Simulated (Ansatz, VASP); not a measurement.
## MoH2 in VASP and in Ansatz

```
CELL_PARAMETERS angstrom
0.00000 2.16854 2.16854
2.16854 0.00000 2.16854
2.16854 2.16854 0.00000
ATOMIC_POSITIONS crystal
H 0.75000 0.75000 0.75000
H 0.50000 0.50000 0.50000
Mo 0.00000 0.00000 0.00000
```

Change from the starting cell: species swapped into the Cu2Se type (F-43m, No. 216).

Alike in both runs: functional PBE; k mesh 6 × 6 × 6; occupations gaussian, width 0.1 eV; no spin polarisation.

Ansatz relaxed the structure, and its values are those at the end. VASP's run is a single point on that final structure, the one shown.

```csv
,VASP,Ansatz
version,VASP 6.6.1,Ansatz 0.2.0
potentials or method,"VASP PAW PBE potentials, release 64 (H, Mo_sv), cutoff 520 eV","scalar-relativistic, plane waves, PAW"
valence electrons in the cell,16,16
```

|  | VASP | Ansatz | Ansatz less VASP |
| --- | --- | --- | --- |
| gap on the k mesh at the Fermi level (eV) | none | none | - |
| pressure (GPa) | 0.2 | 0.1 | -0.16 |

A gap of «none» marks a metal or a gap that the smearing closes. The functional is the same, so the differences come from potentials, cutoffs and numerics.

The k mesh is coarse, so the values compare programs but aren't converged.
